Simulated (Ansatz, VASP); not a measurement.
## Two plane-wave programs on P

Contents of INCAR:

```
SYSTEM = P
ALGO = Normal
EDIFF = 1E-6
ENCUT = 500
GGA = PS
GGA_COMPAT = .False.
ISIF = 2
ISMEAR = 0
IVDW = 13
LASPH = .True.
LCHARG = .False.
LREAL = .False.
LWAVE = .False.
NBANDS = 8
NELM = 120
PREC = Accurate
SIGMA = 0.1
```

Contents of KPOINTS:

```
k-points
0
Gamma
  8 8 8
  0 0 0
```

POSCAR

```
P
1.0
   -1.6117973500      1.6117973500      1.6117973500
    1.6117973500     -1.6117973500      1.6117973500
    1.6117973500      1.6117973500     -1.6117973500
P
1
Direct
    0.0000000000      0.0000000000      0.0000000000
```

Input for Ansatz:

```yaml
crystal:
  lattice:
    - [-1.61179735, 1.61179735, 1.61179735]
    - [1.61179735, -1.61179735, 1.61179735]
    - [1.61179735, 1.61179735, -1.61179735]
  atoms:
    - { symbol: P, position: [0.0, 0.0, 0.0] }
basis:
  ecutwfc: 420
kpoints:
  mp_grid: { grid: [8, 8, 8] }
hamiltonian:
  xc: pbesol
  dispersion: d4
  pseudopotentials: { kind: paw }
scf:
  occupations: { method: gaussian, width: 0.1 }
output:
  forces: true
  stress: true
  eigenvalues: true
```

Alike in both runs: task single point; functional PBEsol; dispersion D4; k mesh 8 × 8 × 8; occupations gaussian, width 0.1 eV; no spin polarisation.

|  | VASP | Ansatz |
| --- | --- | --- |
| version | VASP 6.6.1 | Ansatz 0.2.0 |
| potentials or method | VASP PAW PBE potentials, release 64 (P), cutoff 500 eV | scalar-relativistic, plane waves, PAW |
| valence electrons in the cell | 5 | 5 |

|  | VASP | Ansatz | Ansatz less VASP |
| --- | --- | --- | --- |
| gap on the k mesh at the Fermi level (eV) | none | none | - |
| pressure (GPa) | -17.7 | -17.8 | -0.07 |

VASP's potentials were made for PBE, not for PBEsol. A gap of «none» marks a metal or a gap that the smearing closes.
